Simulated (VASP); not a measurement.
Here is a VASP 6.6.1 calculation.

Contents of INCAR:

```
PREC = Accurate
ENCUT = 520
EDIFF = 1E-7
ISMEAR = 0
SIGMA = 0.1
LREAL = F
LASPH = T
NELM = 100
ALGO = Normal
ISIF = 2
LWAVE = F
LCHARG = F
LDIPOL = T
IDIPOL = 3
DIPOL = 0.5 0.5 0.423
GGA = PE
NBANDS = 28
```

Contents of KPOINTS:

```
Automatic mesh
0
Gamma
  9 9 1
```

The input POSCAR:

```
Al9O
1.0
    2.8535431555      0.0000000000      0.0000000000
   -1.4267715777      2.4712408634      0.0000000000
    0.0000000000      0.0000000000     34.2605579378
Al O
9 1
Direct
    0.3333333333      0.6666666667      0.1167523310
    0.0000000000      0.0000000000      0.1852090283
    0.6666666667      0.3333333333      0.2536657256
    0.0000000000      0.0000000000      0.3221224229
    0.3333333333      0.6666666667      0.3899858424
    0.0000000000      0.0000000000      0.4578168570
    0.6666666667      0.3333333333      0.5268325032
    0.0000000000      0.0000000000      0.5950901729
    0.3333333333      0.6666666667      0.6643370484
    0.3333333333      0.6666666667      0.7134729312
```

Potentials or basis: VASP PAW PBE potentials, release 64 (Al, O).

Run with:

```console
$ cat potpaw_PBE.64/Al/POTCAR potpaw_PBE.64/O/POTCAR > POTCAR
$ mpirun -np 1 vasp_std > vasp.out
```

Problem. Estimate the largest force.

Solution. 0.368 eV/Å.

Problem. What does it give for the band gap on the k mesh?

Solution. Zero (an odd number of electrons rules out a gap without spin polarisation).

Forces in eV/Å, atoms in the order of the input:
```
Al   0.000  0.000 -0.057
Al   0.000  0.000  0.032
Al   0.000  0.000 -0.003
Al   0.000  0.000 -0.039
Al   0.000  0.000  0.046
Al   0.000  0.000  0.156
Al   0.000  0.000 -0.250
Al   0.000  0.000  0.368
Al   0.000  0.000 -0.324
O    0.000  0.000  0.070
```

Caveat: an odd number of electrons without spin polarisation forces a metal; a magnetic or distorted state may lie lower.
